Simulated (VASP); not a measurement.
# Bi2Te3 (Tellurobismuthite) (R3m) in VASP: notebook

The runs below take Bi2Te3 (Tellurobismuthite) through single point, with PBEsol.

Everything below comes from runs of VASP 6.6.1. Logs are shortened: lines on timing, memory, paths and dates and some standing lists are left out, and cuts for length are marked.

## 1. The cell of the first run

Symmetry: R3m, No. 160, trigonal system. The conventional cell has a = 4.296 Å, b = 4.296 Å, c = 29.022 Å, α = 90.00°, β = 90.00°, γ = 120.00°. Bi (site symmetry 3m) has 3 Te at 2.94 Å and 3 Bi at 3.33 Å within 3.9 Å. Bi (site symmetry 3m) has 3 Te at 3.18 Å and 3 Bi at 3.33 Å within 4.2 Å. Te (site symmetry 3m) has 6 Te at 2.96 to 3.35 Å within 3.9 Å. Te (site symmetry 3m) has 3 Bi at 2.94 Å and 3 Te at 3.35 Å within 3.9 Å. Within 3.9 Å of Te (site symmetry 3m) lie 3 Te at 2.96 Å and 3 Bi at 3.18 Å.

## 2. Single point, PBEsol

INCAR

```
SYSTEM = Bi2Te3
PREC     = Accurate       ! precision mode
ENCUT    = 520            ! plane-wave cutoff, eV
EDIFF    = 1E-6           ! SCF threshold, eV
ISMEAR   = -1             ! smearing method
SIGMA    = 0.1            ! smearing width, eV
LREAL    = .FALSE.        ! projectors in reciprocal space
LASPH    = .TRUE.         ! aspherical terms in the spheres
NELM     = 100            ! most SCF steps
ALGO     = Normal         ! electronic algorithm
ISIF     = 2              ! what is computed and relaxed
LWAVE    = .FALSE.        ! write WAVECAR
LCHARG   = .FALSE.        ! write CHGCAR
GGA      = PS             ! functional
NBANDS   = 32             ! bands
```

KPOINTS

```
Automatic mesh
0
G
  6 6 6
  0 0 0
```

POSCAR

```
Bi2Te3
1.0
    2.1479624227      1.2401285605      9.6740201001
   -2.1479624227      1.2401285605      9.6740201001
    0.0000000000     -2.4802571211      9.6740201001
Bi Te
2 3
Direct
    0.1880000000      0.1880000000      0.1880000000
    0.5980000000      0.5980000000      0.5980000000
    0.3890000000      0.3890000000      0.3890000000
    0.8000000000      0.8000000000      0.8000000000
    0.0000000000      0.0000000000      0.0000000000
```

Potentials or basis: VASP PAW PBE potentials, release 64 (Bi_d, Te).

Run with:

```bash
$ cat potpaw_PBE.64/Bi_d/POTCAR potpaw_PBE.64/Te/POTCAR > POTCAR
$ mpirun -np 1 vasp_std > vasp.out
```

OUTCAR:

```text
SYSTEM = Bi2Te3
   PREC = Accurate
   ENCUT = 520
   EDIFF = 1E-6
   ISMEAR = -1
   LREAL = .FALSE.
   LASPH = .TRUE.
   NELM = 100
   ISIF = 2
   GGA = PS

 ion  position               nearest neighbor table
   1  0.188  0.188  0.188-   4 2.94   4 2.94   4 2.94   2 3.33   2 3.33   2 3.33
   2  0.598  0.598  0.598-   5 3.18   5 3.18   5 3.18   1 3.33   1 3.33   1 3.33
   3  0.389  0.389  0.389-   5 2.96   5 2.96   5 2.96   4 3.35   4 3.35   4 3.35
   4  0.800  0.800  0.800-   1 2.94   1 2.94   1 2.94   3 3.35   3 3.35   3 3.35
   5  0.000  0.000  0.000-   3 2.96   3 2.96   3 2.96   2 3.18   2 3.18   2 3.18

  LATTYP: Found a trigonal (rhomboedric) cell.
 ALAT       =     9.9869077453
 COS(alpha) =     0.9074828525

  Lattice vectors:

 A1 = (   2.1479624227,   1.2401285605,   9.6740201001)
 A2 = (  -2.1479624227,   1.2401285605,   9.6740201001)
 A3 = (   0.0000000000,  -2.4802571211,   9.6740201001)

Analysis of symmetry for initial positions (statically):
=====================================================================
 Subroutine PRICEL returns:
 Original cell was already a primitive cell.

 Routine SETGRP: Setting up the symmetry group for a
 trigonal (rhombohedral) supercell.

 Subroutine GETGRP returns: Found  6 space group operations
 (whereof  6 operations were pure point group operations)
 out of a pool of 12 trial point group operations.

The static configuration has the point symmetry C_3v.

Analysis of symmetry for dynamics (positions and initial velocities):
=====================================================================
 Subroutine PRICEL returns:
 Original cell was already a primitive cell.

 Routine SETGRP: Setting up the symmetry group for a
 trigonal (rhombohedral) supercell.

 Subroutine GETGRP returns: Found  6 space group operations
 (whereof  6 operations were pure point group operations)
 out of a pool of 12 trial point group operations.

The dynamic configuration has the point symmetry C_3v.

 Subroutine INISYM returns: Found  6 space group operations
 (whereof  6 operations are pure point group operations),
 and found     1 'primitive' translations

----------------------------------------------------------------------------------------

                                     Primitive cell

  volume of cell :     154.6150

  direct lattice vectors                    reciprocal lattice vectors
     2.147962423  1.240128561  9.674020100     0.232778746  0.134394668  0.034456548
    -2.147962423  1.240128561  9.674020100    -0.232778746  0.134394668  0.034456548
     0.000000000 -2.480257121  9.674020100     0.000000000 -0.268789337  0.034456548

  length of vectors
     9.986907745  9.986907745  9.986908445     0.270989161  0.270989161  0.270988858

  position of ions in fractional coordinates (direct lattice)
     0.188000000  0.188000000  0.188000000
     0.598000000  0.598000000  0.598000000
     0.389000000  0.389000000  0.389000000
     0.800000000  0.800000000  0.800000000
     0.000000000  0.000000000  0.000000000

  ion indices of the primitive-cell ions
   primitive index   ion index
                 1           1
                 2           2
                 3           3
                 4           4
                 5           5

----------------------------------------------------------------------------------------

 KPOINTS: Automatic mesh

Automatic generation of k-mesh.
 Grid dimensions read from file:
 generate k-points for:    6    6    6

 Generating k-lattice:

  Cartesian coordinates                     Fractional coordinates (reciprocal lattice)
     0.038796458  0.022399111  0.005742758     0.166666667  0.000000000  0.000000000
    -0.038796458  0.022399111  0.005742758     0.000000000  0.166666667  0.000000000
     0.000000000 -0.044798223  0.005742758    -0.000000000 -0.000000000  0.166666667

  Length of vectors
     0.045164860  0.045164860  0.045164810

  Shift w.r.t. Gamma in fractional coordinates (k-lattice)
     0.000000000  0.000000000  0.000000000

 Subroutine IBZKPT returns following result:
 ===========================================

 Found     32 irreducible k-points:

 Following reciprocal coordinates:
            Coordinates               Weight
  0.000000  0.000000  0.000000      1.000000
  0.166667  0.000000  0.000000      6.000000
  0.333333  0.000000  0.000000      6.000000
  0.500000  0.000000 -0.000000      3.000000
  0.166667  0.166667  0.000000      6.000000
  0.333333  0.166667 -0.000000     12.000000
[... 16 lines left out ...]
  0.500000  0.500000  0.166667      6.000000
 -0.333333  0.500000  0.166667     12.000000
 [... further k-points ...]
   k-points           NKPTS =     32   k-points in BZ     NKDIM =     32   number of bands    NBANDS=     32
   number of dos      NEDOS =    301   number of ions     NIONS =      5
   total plane-waves  NPLWV = 512000
   dimension x,y,z NGX =    80 NGY =   80 NGZ =   80
   dimension x,y,z NGXF=   160 NGYF=  160 NGZF=  160
   ions per type =               2   3
   NGX,Y,Z   is equivalent  to a cutoff of  13.32, 13.32, 13.32 a.u.
   NGXF,Y,Z  is equivalent  to a cutoff of  26.63, 26.63, 26.63 a.u.
 SYSTEM =  Bi2Te3
   PREC   = accura    normal or accurate (medium, high low for compatibility)
   ISTART =      0    job   : 0-new  1-cont  2-samecut
   ICHARG =      2    charge: 1-file 2-atom 10-const
   ISPIN  =      1    spin polarized calculation?
   LNONCOLLINEAR =      F non collinear calculations
   LSORBIT =      F    spin-orbit coupling
   LASPH  =      T    aspherical Exc in radial PAW
   ENCUT  =  520.0 eV  38.22 Ry    6.18 a.u.  18.57 18.57 18.57*2*pi/ulx,y,z
   NELM   =    100;   NELMIN=  2; NELMDL= -5     # of ELM steps
   EDIFF  = 0.1E-05   stopping-criterion for ELM
   LREAL  =      F    real-space projection
   EDIFFG = 0.1E-04   stopping-criterion for IOM
   NSW    =      0    number of steps for IOM
   IBRION =     -1    ionic relax: 0-MD 1-quasi-New 2-CG
   NFREE  =      0    steps in history (QN), initial steepest desc. (CG)
   ISIF   =      2    stress and relaxation
   ISYM   =      2    0-nonsym 1-usesym 2-fastsym
   POTIM  = 0.5000    time-step for ionic-motion
   TEBEG  =    0.0;   TEEND  =   0.0 temperature during run
   PSTRESS=    0.0 pullay stress
   NELECT =      48.0000    total number of electrons
   NUPDOWN=      -1.0000    fix difference up-down
   EMIN   =  10.00;   EMAX   =-10.00  energy-range for DOS
   EFERMI =   0.00;   METHOD = LEGACY
   ISMEAR =    -1;   SIGMA  =   0.10  broadening in eV -4-tet -1-fermi 0-gaus
   EFERMI_NEDOS =   21; number of points for ismear=-14 and -15
   IALGO  =     38    algorithm
   IMIX   =      4    mixing-type and parameters
     AMIX     =   0.40;   BMIX     =  1.00
     AMIX_MAG =   1.60;   BMIX_MAG =  1.00
  volume/ion in A,a.u.               =      30.92       208.68
  Fermi-wavevector in a.u.,A,eV,Ry     =   1.108506  2.094773 16.718641  1.228785
  Thomas-Fermi vector in A             =   2.245034
   LORBIT       =      0    0 simple, 1 ext, 2 COOP (PROOUT), +10 PAW based schemes
   GGA     = PS    functional components
   LHFCALC =     F    Hartree Fock is set to
   AEXX    =    0.0000 exact exchange contribution
   IVDW    =     0    specifies the selected vdW correction
   LEPSILON=     F    determine dielectric tensor
   LRPA    =     F    only Hartree local field effects (RPA)
 non-spin polarized calculation
  energy-cutoff  :      520.00
  volume of cell :      154.61
 maximum number of plane-waves:      4184
 NGX is ok and might be reduce to    80
   NGX = 37   NGY = 37   NGZ = 37

 number of electron      48.0000000 magnetization

 Free energy of the ion-electron system (eV)
  ---------------------------------------------------
  ext. energy  EPLUGINS =         0.00000000
  ---------------------------------------------------
  free energy    TOTEN  =       -18.82084523 eV

  energy without entropy =      -18.76351164  energy(sigma->0) =      -18.79217844

 E-fermi :   7.3780     XC(G=0):  -9.9289

 val. band max:        7.3486675849   @ k =   0.0000   0.0000   0.0000
 cond. band min:       7.4342510093   @ k =   0.5000   0.1667   0.1667
 fundamental gap:      0.0855834244
 Fermi energy:         7.3780209020

 k-point     1 :       0.0000    0.0000    0.0000
  band No.  band energies     occupation
      1     -15.7881      2.00000
      2     -15.7881      2.00000
      3     -15.7481      2.00000
      4     -15.7481      2.00000
      5     -15.7450      2.00000
      6     -15.1515      2.00000
[... 24 lines left out ...]
     31      11.7849      0.00000
     32      12.0852      0.00000

 k-point     2 :       0.1667    0.0000    0.0000
  band No.  band energies     occupation
      1     -15.7900      2.00000
      2     -15.7849      2.00000
      3     -15.7496      2.00000
      4     -15.7467      2.00000
      5     -15.7419      2.00000
      6     -15.1546      2.00000
[... 24 lines left out ...]
     31      11.0423      0.00000
     32      12.0475      0.00000

 k-point     3 :       0.3333    0.0000    0.0000
  band No.  band energies     occupation
      1     -15.7942      2.00000
      2     -15.7800      2.00000
      3     -15.7525      2.00000
      4     -15.7422      2.00000
      5     -15.7351      2.00000
      6     -15.1649      2.00000
[... 24 lines left out ...]
     31      11.6823      0.00000
     32      12.0057      0.00000

 k-point     4 :       0.5000    0.0000   -0.0000
  band No.  band energies     occupation
      1     -15.7964      2.00000
      2     -15.7782      2.00000
      3     -15.7540      2.00000
      4     -15.7392      2.00000
      5     -15.7316      2.00000
      6     -15.1702      2.00000
[... 654 lines left out ...]
     31      11.8455      0.00000
     32      12.7736      0.00000

 k-point    23 :       0.5000    0.5000    0.1667
  band No.  band energies     occupation
      1     -15.7942      2.00000
      2     -15.7800      2.00000
      3     -15.7525      2.00000
      4     -15.7422      2.00000
      5     -15.7351      2.00000
      6     -15.1649      2.00000
[... 24 lines left out ...]
     31      11.5169      0.00000
     32      11.8702      0.00000

 k-point    24 :      -0.3333    0.5000    0.1667
  band No.  band energies     occupation
      1     -15.7956      2.00000
      2     -15.7779      2.00000
      3     -15.7513      2.00000
      4     -15.7422      2.00000
      5     -15.7324      2.00000
      6     -15.1667      2.00000
[... 24 lines left out ...]
     31      12.1369      0.00000
     32      12.3547      0.00000

 [... further k-points ...]

------------------------ aborting loop because EDIFF is reached ----------------------------------------

  FORCE on cell =-STRESS in cart. coord.  units (eV):
  Direction    XX          YY          ZZ          XY          YZ          ZX
  --------------------------------------------------------------------------------------
  -------------------------------------------------------------------------------------
  Total        4.3713024      4.3713156      3.4154078      0.0000000     -0.0000000      0.0000000
  in kB       45.2970383     45.2971755     35.3917086      0.0000000     -0.0000000      0.0000000
  external PRESSURE =      41.9953074 kB  Pullay stress =       0.0000000 kB

 VOLUME and BASIS-vectors are now :
 -----------------------------------------------------------------------------
  energy-cutoff  :      520.00
  volume of cell :      154.61
      direct lattice vectors                 reciprocal lattice vectors
     2.147962423  1.240128561  9.674020100     0.232778746  0.134394668  0.034456548
    -2.147962423  1.240128561  9.674020100    -0.232778746  0.134394668  0.034456548
     0.000000000 -2.480257121  9.674020100     0.000000000 -0.268789337  0.034456548

 POSITION                                       TOTAL-FORCE (eV/Angst)
 -----------------------------------------------------------------------------------
      0.00000     -0.00000      5.45615         0.000000     -0.000000      1.279927
      0.00000     -0.00000     17.35519         0.000000     -0.000000      0.398145
      0.00000     -0.00000     11.28958         0.000000     -0.000000      1.139191
      0.00000     -0.00000     23.21765         0.000000      0.000000     -1.326849
      0.00000      0.00000      0.00000         0.000000      0.000000     -1.490413
 -----------------------------------------------------------------------------------
    total drift:                                0.000000     -0.000020      0.001330

  FREE ENERGIE OF THE ION-ELECTRON SYSTEM (eV)
  ---------------------------------------------------
  free  energy   TOTEN  =       -18.8208452310 eV

  energy  without entropy=      -18.7635116412  energy(sigma->0) =      -18.79217844
```

It took 7.6 min on 1 thread of Intel Xeon 6975P-C (Granite Rapids), shared host; peak memory 0.95 GiB.

Results:

```
Free energy            : -18.8208 eV
Pressure               : 4.2 GPa
Largest force          : 1.490 eV/Å
Band gap on the k mesh : zero (band 24 reaches 7.33 eV, above the bottom of band 25 at 7.22 eV)
```

Forces on the atoms (eV/Å):
```
Bi   0.000  0.000  1.280
Bi   0.000  0.000  0.398
Te   0.000  0.000  1.139
Te   0.000  0.000 -1.327
Te   0.000  0.000 -1.490
```

Stress tensor (GPa, compression positive):
```
4.53 0.00 0.00
0.00 4.53 0.00
0.00 0.00 3.54
```

Caveat: the PAW data sets were made with another functional, which shifts forces and pressure a little; spin-orbit coupling is left out, which moves the levels of the heavy elements.

## 3. Single point, PBEsol

This run uses another cell than the first one, of 31.82 Å³/atom, 1.029 times its volume.

INCAR

```
PREC = Accurate
ENCUT = 520
EDIFF = 1E-6
ISMEAR = -1
SIGMA = 0.1
LREAL = False
LASPH = True
NELM = 80
ALGO = Normal
ISIF = 2
LWAVE = False
LCHARG = False
GGA = PS
NBANDS = 32
```

KPOINTS

```
Automatic mesh
0
Gamma
  6 6 6
```

POSCAR: that of step 2 with these lines changed.

```diff
@@ -2,5 +2,5 @@
 1.0
-    2.1479624227      1.2401285605      9.6740201001
-   -2.1479624227      1.2401285605      9.6740201001
-    0.0000000000     -2.4802571211      9.6740201001
+    2.1685183360      1.2519965406      9.7666000804
+   -2.1685183360      1.2519965406      9.7666000804
+    0.0000000000     -2.5039930812      9.7666000804
 Bi Te
```

Potentials or basis: VASP PAW PBE potentials, release 64 (Bi_d, Te).

Run with:

```bash
$ cat potpaw_PBE.64/Bi_d/POTCAR potpaw_PBE.64/Te/POTCAR > POTCAR
$ mpirun -np 1 vasp_std > vasp.out
```

It took 10 min on 1 thread of Intel Xeon 6975P-C (Granite Rapids), shared host; peak memory 0.95 GiB.

It converged, with:

- Free energy: -18.9118 eV
- Pressure: 2.3 GPa
- Largest force: 1.383 eV/Å
- Band gap on the k mesh: zero (band 24 reaches 6.96 eV, above the bottom of band 25 at 6.84 eV)

Forces on the atoms (eV/Å):
```
Bi   0.000  0.000  1.106
Bi   0.000  0.000  0.425
Te   0.000  0.000  0.978
Te   0.000  0.000 -1.126
Te   0.000  0.000 -1.383
```

Stress tensor (GPa, compression positive):
```
2.64 0.00 0.00
0.00 2.64 0.00
0.00 0.00 1.58
```

Levels at points of the mesh, in eV from the Fermi level:
```csv
k point,band 20,band 21,band 22,band 23,band 24,band 25,band 26,band 27,band 28,band 29
"(0.00, 0.00, 0.00)",-2.24,-2.24,-0.52,-0.52,-0.46,-0.05,0.25,0.25,2.23,2.23
"(0.50, 0.00, 0.00)",-3.47,-3.45,-2.40,-0.36,-0.26,-0.15,0.43,2.52,2.76,3.25
"(0.50, 0.50, 0.00)",-3.15,-2.38,-1.96,-1.20,-0.54,0.33,1.06,1.87,2.52,2.70
"(0.50, 0.50, 0.50)",-2.21,-1.86,-0.85,-0.78,-0.78,0.43,0.89,0.89,1.67,1.67
```

Caveat: the PAW data sets were made with another functional, which shifts forces and pressure a little; spin-orbit coupling is left out, which moves the levels of the heavy elements.

(Part 1 of 2 ends here.)
